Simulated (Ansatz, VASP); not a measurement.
## ScTaN: VASP beside Ansatz

POSCAR

```
ScTaN
1.0
    3.0850655424      0.0000000000      0.0000000000
   -1.5425327712      2.6717451321      0.0000000000
    0.0000000000      0.0000000000     10.3401360000
Ta Sc N
2 2 2
Direct
    0.3333333333      0.6666666667      0.2456310000
    0.6666666667      0.3333333333      0.7543690000
    0.0000000000      0.0000000000      0.0000000000
    0.0000000000      0.0000000000      0.5000000000
    0.3333333333      0.6666666667      0.6298410000
    0.6666666667      0.3333333333      0.3701590000
```

The input INCAR.step1:

```
PREC = Accurate
ENCUT = 520
ISMEAR = -1
SIGMA = 0.05
LREAL = F
LASPH = T
NELM = 150
LMAXMIX = 4
LDAU = T
LDAUTYPE = 2
LDAUL = 2 2 -1
LDAUU = 3 3 0
LDAUJ = 0 0 0
NBANDS = 36
GGA = PE
ALGO = Normal
EDIFF = 1E-4
LWAVE = T
LCHARG = F
```

INCAR.step2

```
PREC = Accurate
ENCUT = 520
EDIFF = 1E-6
ISMEAR = -1
SIGMA = 0.05
LREAL = F
LASPH = T
NELM = 150
ALGO = Normal
ISIF = 2
LWAVE = F
LCHARG = F
LMAXMIX = 4
LDAU = T
LDAUTYPE = 2
LDAUL = 2 2 -1
LDAUU = 3 3 0
LDAUJ = 0 0 0
LDAUPRINT = 1
METAGGA = R2SCAN
LMIXTAU = T
NBANDS = 36
ISTART = 1
```

Contents of KPOINTS:

```
Automatic mesh
0
Gamma
  10 10 3
```

Contents of input.yaml:

```yaml
crystal:
  lattice:
    - [3.0850655424, 0.0, 0.0]
    - [-1.5425327712, 2.6717451321, 0.0]
    - [0.0, 0.0, 10.340136]
  atoms:
    - { symbol: Ta, position: [0.3333333333, 0.6666666667, 0.245631] }
    - { symbol: Ta, position: [0.6666666667, 0.3333333333, 0.754369] }
    - { symbol: Sc, position: [0.0, 0.0, 0.0] }
    - { symbol: Sc, position: [0.0, 0.0, 0.5] }
    - { symbol: "N", position: [0.3333333333, 0.6666666667, 0.629841] }
    - { symbol: "N", position: [0.6666666667, 0.3333333333, 0.370159] }
hamiltonian:
  xc: r2scan
  pseudopotentials: { kind: paw }
  hubbard:
    sites:
      - { species: Sc, l: d, u_eff: 3.0 }
      - { species: Ta, l: d, u_eff: 3.0 }
kpoints:
  mp_grid: { grid: [10, 10, 3] }
  band_path:
    path:
      - [[0.0, 0.0, 0.0], [0.5, 0.0, 0.0], [0.3333333333, 0.3333333333, 0.0], [0.0, 0.0, 0.0], [0.0, 0.0, 0.5], [0.5, 0.0, 0.5], [0.3333333333, 0.3333333333, 0.5], [0.0, 0.0, 0.5]]
      - [[0.5, 0.0, 0.5], [0.5, 0.0, 0.0]]
      - [[0.3333333333, 0.3333333333, 0.0], [0.3333333333, 0.3333333333, 0.5]]
    npoints: 14
scf:
  occupations: { method: fermi_dirac, width: 0.05 }
  n_extra_bands: 15
output:
  forces: true
  stress: true
  eigenvalues: true
  fatbands: false
```

Alike in both runs: functional r2SCAN; k mesh 10 × 10 × 3; occupations fermi-dirac, width 0.05 eV; no spin polarisation; Hubbard terms Sc d U = 3.0 eV, Ta d U = 3.0 eV.

```csv
,VASP,Ansatz
version,VASP 6.6.1,Ansatz 0.2.0
potentials or method,"VASP PAW PBE potentials, release 64 (Ta_pv, Sc_sv, N)",Ansatz PAW
plane-wave cutoff (eV),520,500
valence electrons in the cell,54,58
task,single point,band structure
```

```csv
,VASP,Ansatz,Ansatz less VASP
gap on the k mesh at the Fermi level (eV),none,none,-
pressure (GPa),7.9,2.4,-5.51
"traceless stress, the component that is largest in VASP (GPa)",0.06,-0.14,-0.195
rms of the force components (eV/Å),0.171,0.134,-0.0369
```

VASP's potentials were made for PBE, not for r2SCAN. The programs project onto different local orbitals, so the same U acts differently, and such runs can settle in different states. Atom by atom the forces differ by 0.075 eV/Å (rms over components). A gap of «none» marks a metal or a gap that the smearing closes. VASP's potentials hold 54 valence electrons a cell and Ansatz's 58, so a difference there can come from the potentials and not from the codes.

Spin-orbit coupling is off throughout.
